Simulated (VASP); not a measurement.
# AgCl (Cmmm) in VASP: notebook

Aim: see how the results for AgCl move with the level of theory and the settings. Levels: PBE, r2SCAN. Tasks: single point.

All numbers are computed with VASP 6.6.1; they aren't measurements. Logs are shortened: lines on timing, memory, paths and dates and some standing lists are left out, and cuts for length are marked.

### 1 The cell of the first run

Symmetry: Cmmm, No. 65, orthorhombic system. Conventional cell: a = 4.703 Å, b = 4.901 Å, c = 3.396 Å, α = 90.00°, β = 90.00°, γ = 90.00°. Ag (site symmetry mmm) has 8 Cl at 2.90 to 2.98 Å and 6 Ag at 3.40 Å within 3.8 Å. Cl (site symmetry mmm) has 8 Ag at 2.90 to 2.98 Å and 6 Cl at 3.40 Å within 3.8 Å.

### 2 Single point, PBE (shear xy strain +4.1%)

The input, INCAR:

```
  ALGO = Normal
  EDIFF = 1E-6
  ENCUT = 520
  GGA = PE
  ISIF = 2
  ISMEAR = -1
  LASPH = True
  LCHARG = False
  LREAL = False
  LWAVE = False
  NBANDS = 16
  NELM = 80
  PREC = Accurate
  SIGMA = 0.02
```

The input, KPOINTS:

```
k-points
0
Gamma
  8 8 8
```

The input, POSCAR:

```
AgCl
1.0
    3.3955880419      0.0699491137      0.0000000000
    0.0699491137      3.3955880419      0.0000000000
    0.0000000000      0.0000000000      3.3955880419
Ag Cl
1 1
Direct
    0.0000000000      0.0000000000      0.0000000000
    0.5000000000      0.5000000000      0.5000000000
```

Potentials or basis: VASP PAW PBE potentials, release 64 (Ag, Cl).

The run is started by

```console
$ cat potpaw_PBE.64/Ag/POTCAR potpaw_PBE.64/Cl/POTCAR > POTCAR
$ mpirun -np 1 vasp_std > vasp.out
```

OUTCAR:

```text
EDIFF = 1E-6
   ENCUT = 520
   GGA = PE
   ISIF = 2
   ISMEAR = -1
   LASPH = True
   LREAL = False
   NELM = 80
   PREC = Accurate

 ion  position               nearest neighbor table
   1  0.000  0.000  0.000-   2 2.90   2 2.90   2 2.90   2 2.90   2 2.98   2 2.98   2 2.98   2 2.98

   2  0.500  0.500  0.500-   1 2.90   1 2.90   1 2.90   1 2.90   1 2.98   1 2.98   1 2.98   1 2.98

  LATTYP: Found a base centered orthorhombic cell.
 ALAT       =     4.7031636758
 B/A-ratio  =     1.0420665714
 C/A-ratio  =     0.7219795601

  Lattice vectors:

 A1 = (  -0.0699491137,  -3.3955880419,   0.0000000000)
 A2 = (   3.3955880419,   0.0699491137,   0.0000000000)
 A3 = (   0.0000000000,   0.0000000000,   3.3955880419)

Analysis of symmetry for initial positions (statically):
=====================================================================
 Subroutine PRICEL returns:
 Original cell was already a primitive cell.

 Routine SETGRP: Setting up the symmetry group for a
 base centered orthorhombic supercell.

 Subroutine GETGRP returns: Found  8 space group operations
 (whereof  8 operations were pure point group operations)
 out of a pool of  8 trial point group operations.

The static configuration has the point symmetry D_2h.

Analysis of symmetry for dynamics (positions and initial velocities):
=====================================================================
 Subroutine PRICEL returns:
 Original cell was already a primitive cell.

 Routine SETGRP: Setting up the symmetry group for a
 base centered orthorhombic supercell.

 Subroutine GETGRP returns: Found  8 space group operations
 (whereof  8 operations were pure point group operations)
 out of a pool of  8 trial point group operations.

The dynamic configuration has the point symmetry D_2h.

 Subroutine INISYM returns: Found  8 space group operations
 (whereof  8 operations are pure point group operations),
 and found     1 'primitive' translations

----------------------------------------------------------------------------------------

                                     Primitive cell

  volume of cell :      39.1346

  direct lattice vectors                    reciprocal lattice vectors
     3.395588042  0.069949114  0.000000000     0.294624827 -0.006069271  0.000000000
     0.069949114  3.395588042  0.000000000    -0.006069271  0.294624827  0.000000000
     0.000000000  0.000000000  3.395588042     0.000000000  0.000000000  0.294499800

  length of vectors
     3.396308441  3.396308441  3.395588042     0.294687334  0.294687334  0.294499800

  position of ions in fractional coordinates (direct lattice)
     0.000000000  0.000000000  0.000000000
     0.500000000  0.500000000  0.500000000

  ion indices of the primitive-cell ions
   primitive index   ion index
                 1           1
                 2           2

----------------------------------------------------------------------------------------

 KPOINTS: k-points

Automatic generation of k-mesh.
 Grid dimensions read from file:
 generate k-points for:    8    8    8

 Generating k-lattice:

  Cartesian coordinates                     Fractional coordinates (reciprocal lattice)
     0.036828103 -0.000758659  0.000000000     0.125000000  0.000000000  0.000000000
    -0.000758659  0.036828103  0.000000000     0.000000000  0.125000000  0.000000000
     0.000000000  0.000000000  0.036812475     0.000000000  0.000000000  0.125000000

  Length of vectors
     0.036835917  0.036835917  0.036812475

  Shift w.r.t. Gamma in fractional coordinates (k-lattice)
     0.000000000  0.000000000  0.000000000

 Subroutine IBZKPT returns following result:
 ===========================================

 Found    105 irreducible k-points:

 Following reciprocal coordinates:
            Coordinates               Weight
  0.000000  0.000000  0.000000      1.000000
  0.125000  0.000000  0.000000      4.000000
  0.250000  0.000000  0.000000      4.000000
  0.375000  0.000000  0.000000      4.000000
  0.500000  0.000000  0.000000      2.000000
  0.125000  0.125000  0.000000      2.000000
[... 16 lines left out ...]
  0.125000  0.000000  0.125000      8.000000
  0.250000  0.000000  0.125000      8.000000
 [... further k-points ...]
   k-points           NKPTS =    105   k-points in BZ     NKDIM =    105   number of bands    NBANDS=     16
   number of dos      NEDOS =    301   number of ions     NIONS =      2
   total plane-waves  NPLWV =  21952
   dimension x,y,z NGX =    28 NGY =   28 NGZ =   28
   dimension x,y,z NGXF=    56 NGYF=   56 NGZF=   56
   ions per type =               1   1
   NGX,Y,Z   is equivalent  to a cutoff of  13.71, 13.71, 13.71 a.u.
   NGXF,Y,Z  is equivalent  to a cutoff of  27.41, 27.41, 27.42 a.u.
 SYSTEM =  unknown system
   PREC   = accura    normal or accurate (medium, high low for compatibility)
   ISTART =      0    job   : 0-new  1-cont  2-samecut
   ICHARG =      2    charge: 1-file 2-atom 10-const
   ISPIN  =      1    spin polarized calculation?
   LNONCOLLINEAR =      F non collinear calculations
   LSORBIT =      F    spin-orbit coupling
   LASPH  =      T    aspherical Exc in radial PAW
   ENCUT  =  520.0 eV  38.22 Ry    6.18 a.u.   6.31  6.31  6.31*2*pi/ulx,y,z
   NELM   =     80;   NELMIN=  2; NELMDL= -5     # of ELM steps
   EDIFF  = 0.1E-05   stopping-criterion for ELM
   LREAL  =      F    real-space projection
   EDIFFG = 0.1E-04   stopping-criterion for IOM
   NSW    =      0    number of steps for IOM
   IBRION =     -1    ionic relax: 0-MD 1-quasi-New 2-CG
   NFREE  =      0    steps in history (QN), initial steepest desc. (CG)
   ISIF   =      2    stress and relaxation
   ISYM   =      2    0-nonsym 1-usesym 2-fastsym
   POTIM  = 0.5000    time-step for ionic-motion
   TEBEG  =    0.0;   TEEND  =   0.0 temperature during run
   PSTRESS=    0.0 pullay stress
   NELECT =      18.0000    total number of electrons
   NUPDOWN=      -1.0000    fix difference up-down
   EMIN   =  10.00;   EMAX   =-10.00  energy-range for DOS
   EFERMI =   0.00;   METHOD = LEGACY
   ISMEAR =    -1;   SIGMA  =   0.02  broadening in eV -4-tet -1-fermi 0-gaus
   EFERMI_NEDOS =   21; number of points for ismear=-14 and -15
   IALGO  =     38    algorithm
   IMIX   =      4    mixing-type and parameters
     AMIX     =   0.40;   BMIX     =  1.00
     AMIX_MAG =   1.60;   BMIX_MAG =  1.00
  volume/ion in A,a.u.               =      19.57       132.05
  Fermi-wavevector in a.u.,A,eV,Ry     =   1.263704  2.388055 21.727803  1.596948
  Thomas-Fermi vector in A             =   2.397047
   LORBIT       =      0    0 simple, 1 ext, 2 COOP (PROOUT), +10 PAW based schemes
   GGA     = PE    functional components
   LHFCALC =     F    Hartree Fock is set to
   AEXX    =    0.0000 exact exchange contribution
   IVDW    =     0    specifies the selected vdW correction
   LEPSILON=     F    determine dielectric tensor
   LRPA    =     F    only Hartree local field effects (RPA)
 non-spin polarized calculation
  energy-cutoff  :      520.00
  volume of cell :       39.13
 maximum number of plane-waves:      1076
 NGX is ok and might be reduce to    28
   NGX = 13   NGY = 13   NGZ = 13

 number of electron      17.9999999 magnetization

 Free energy of the ion-electron system (eV)
  ---------------------------------------------------
  ext. energy  EPLUGINS =         0.00000000
  ---------------------------------------------------
  free energy    TOTEN  =        -5.11870843 eV

  energy without entropy =       -5.11870841  energy(sigma->0) =       -5.11870842

 E-fermi :   4.6805     XC(G=0): -10.5667

 val. band max:        4.4495393209   @ k =   0.0000   0.0000   0.5000
 cond. band min:       4.9098334317   @ k =   0.0000   0.0000   0.0000
 fundamental gap:      0.4602941107
 Fermi energy:         4.6804631462

 k-point     1 :       0.0000    0.0000    0.0000
  band No.  band energies     occupation
      1     -10.4719      2.00000
      2       1.4570      2.00000
      3       1.4610      2.00000
      4       2.4413      2.00000
      5       2.4594      2.00000
      6       2.4861      2.00000
[... 8 lines left out ...]
     15      18.5315      0.00000
     16      20.7106      0.00000

 k-point     2 :       0.1250    0.0000    0.0000
  band No.  band energies     occupation
      1     -10.4042      2.00000
      2       1.2212      2.00000
      3       1.4786      2.00000
      4       2.0506      2.00000
      5       2.0529      2.00000
      6       2.2779      2.00000
[... 8 lines left out ...]
     15      17.9406      0.00000
     16      20.7205      0.00000

 k-point     3 :       0.2500    0.0000    0.0000
  band No.  band energies     occupation
      1     -10.2317      2.00000
      2       0.2441      2.00000
      3       1.5121      2.00000
      4       1.6520      2.00000
      5       1.6826      2.00000
      6       2.3688      2.00000
[... 8 lines left out ...]
     15      18.2428      0.00000
     16      20.5512      0.00000

 k-point     4 :       0.3750    0.0000    0.0000
  band No.  band energies     occupation
      1     -10.0446      2.00000
      2      -0.6328      2.00000
      3       1.3764      2.00000
      4       1.3948      2.00000
      5       1.6194      2.00000
      6       2.5102      2.00000
[... 8 lines left out ...]
     15      20.3466      0.00000
     16      20.3877      0.00000
[... 324 lines left out ...]
 k-point    22 :       0.0000    0.0000    0.1250
  band No.  band energies     occupation
      1     -10.4042      2.00000
      2       1.2197      2.00000
      3       1.4837      2.00000
      4       1.9600      2.00000
      5       2.1532      2.00000
      6       2.2722      2.00000
[... 8 lines left out ...]
     15      17.8172      0.00000
     16      20.6339      0.00000

 k-point    23 :       0.1250    0.0000    0.1250
  band No.  band energies     occupation
      1     -10.3392      2.00000
      2       1.1729      2.00000
      3       1.3072      2.00000
      4       1.7185      2.00000
      5       1.9712      2.00000
      6       2.4162      2.00000
[... 8 lines left out ...]
     15      18.4174      0.00000
     16      19.9382      0.00000

 k-point    24 :       0.2500    0.0000    0.1250
  band No.  band energies     occupation
      1     -10.1742      2.00000
      2       0.3079      2.00000
      3       1.3134      2.00000
      4       1.6242      2.00000
      5       1.7841      2.00000
      6       2.4170      2.00000
[... 8 lines left out ...]
     15      18.7104      0.00000
     16      19.7131      0.00000

 [... further k-points ...]
[... 5 lines left out ...]
  --------------------------------------------------------------------------------------
  -------------------------------------------------------------------------------------
  Total        0.3725192      0.3725192      0.3736088      0.1086071      0.0000000      0.0000000
  in kB       15.2510111     15.2510111     15.2956173      4.4463976      0.0000000      0.0000000
  external PRESSURE =      15.2658798 kB  Pullay stress =       0.0000000 kB

 VOLUME and BASIS-vectors are now :
 -----------------------------------------------------------------------------
  energy-cutoff  :      520.00
  volume of cell :       39.13
      direct lattice vectors                 reciprocal lattice vectors
     3.395588042  0.069949114  0.000000000     0.294624827 -0.006069271  0.000000000
     0.069949114  3.395588042  0.000000000    -0.006069271  0.294624827  0.000000000
     0.000000000  0.000000000  3.395588042     0.000000000  0.000000000  0.294499800

 POSITION                                       TOTAL-FORCE (eV/Angst)
 -----------------------------------------------------------------------------------
      0.00000      0.00000      0.00000        -0.000000      0.000000      0.000000
      1.73277      1.73277      1.69779         0.000000     -0.000000      0.000000
 -----------------------------------------------------------------------------------
    total drift:                               -0.000000      0.000000      0.000000

  FREE ENERGIE OF THE ION-ELECTRON SYSTEM (eV)
  ---------------------------------------------------
  free  energy   TOTEN  =        -5.1187084292 eV

  energy  without entropy=       -5.1187084085  energy(sigma->0) =       -5.11870842
```

It took 45 s on 1 thread of Intel Xeon Platinum 8259CL at 2.50GHz (Skylake/Cascade Lake), shared host; peak memory 0.2 GiB.

Results:

* Free energy: -5.1187 eV
* Pressure: 1.5 GPa
* Band gap on the k mesh: 0.46 eV (least direct gap 2.11 eV)

Levels at points of the mesh, in eV from the valence-band top:
| k point | band 5 | band 6 | band 7 | band 8 | band 9 | band 10 | band 11 | band 12 | band 13 | band 14 |
| --- | --- | --- | --- | --- | --- | --- | --- | --- | --- | --- |
| (0.00, 0.00, 0.00) | -1.99 | -1.96 | -1.84 | -1.75 | -1.65 | 0.46 | 9.27 | 9.27 | 13.49 | 13.79 |
| (0.50, 0.00, 0.00) | -2.81 | -1.93 | -1.60 | -0.14 | -0.12 | 4.78 | 5.56 | 9.09 | 9.89 | 10.00 |
| (0.50, 0.50, 0.00) | -2.30 | -2.30 | -2.29 | -1.67 | -1.09 | 2.66 | 8.71 | 9.17 | 10.52 | 13.50 |
| (0.00, 0.00, 0.50) | -2.83 | -1.94 | -1.59 | -0.27 | 0.00 | 4.80 | 5.55 | 9.18 | 9.78 | 10.02 |
| (0.50, 0.00, 0.50) | -2.33 | -2.29 | -2.26 | -1.66 | -1.09 | 2.65 | 8.92 | 8.96 | 10.50 | 13.62 |
| (0.50, 0.50, 0.50) | -1.65 | -1.65 | -0.40 | -0.31 | -0.20 | 4.38 | 4.57 | 4.75 | 6.81 | 17.37 |

Caveat: the cell differs from its parent crystal (shear xy strain +4.1%). A k mesh can miss the band edges.

### 3 Single point, r2SCAN (shear xy strain +4.1%)

POSCAR is that of step 2.

The input, INCAR.step1:

```
PREC = Accurate
ENCUT = 520
ISMEAR = 0
SIGMA = 0.01
LREAL = False
LASPH = True
NELM = 80
NBANDS = 16
GGA = PE
ALGO = Normal
EDIFF = 1E-4
LWAVE = True
LCHARG = False
```

The input, INCAR.step2:

```
PREC = Accurate
ENCUT = 520
EDIFF = 1E-6
ISMEAR = 0
SIGMA = 0.01
LREAL = False
LASPH = True
NELM = 80
ALGO = Normal
ISIF = 2
LWAVE = False
LCHARG = True
METAGGA = R2SCAN
LMIXTAU = True
LELF = True
LVHAR = True
NBANDS = 16
ISTART = 1
```

The input, KPOINTS:

```
Automatic mesh
0
Gamma
  8 8 8
```

Potentials or basis: VASP PAW PBE potentials, release 64 (Ag, Cl).

The run is started by

```console
$ cat potpaw_PBE.64/Ag/POTCAR potpaw_PBE.64/Cl/POTCAR > POTCAR
$ cp INCAR.step1 INCAR
$ mpirun -np 1 vasp_std > vasp.out
$ cp INCAR.step2 INCAR
$ mpirun -np 1 vasp_std > vasp.out
```

It took 3.2 min on 1 thread of Intel Xeon Platinum 8259CL at 2.50GHz (Skylake/Cascade Lake), shared host; peak memory 0.21 GiB.

It converged, with:

```yaml
Free_energy: -28.4024 eV
Pressure: -0.1 GPa
Band_gap_on_the_k_mesh: 1.05 eV (least direct gap 2.78 eV)
```

Stress tensor (GPa, compression positive):
```
-0.06  0.42  0.00
 0.42 -0.06  0.00
 0.00  0.00 -0.05
```

Levels at points of the mesh, in eV from the valence-band top:
```tsv
k point	band 7	band 8	band 9	band 10	band 11	band 12
(0.00, 0.00, 0.00)	-1.91	-1.82	-1.73	1.05	9.83	9.84
(0.50, 0.00, 0.00)	-1.61	-0.15	-0.13	5.48	6.14	9.70
(0.50, 0.50, 0.00)	-2.27	-1.67	-1.16	3.14	9.47	9.96
(0.00, 0.00, 0.50)	-1.60	-0.28	0.00	5.50	6.14	9.79
(0.50, 0.00, 0.50)	-2.24	-1.67	-1.16	3.13	9.69	9.73
(0.50, 0.50, 0.50)	-0.41	-0.31	-0.20	4.95	5.14	5.33
```

Caveat: the cell differs from its parent crystal (shear xy strain +4.1%); the PAW data sets were made with another functional, which shifts forces and pressure a little.
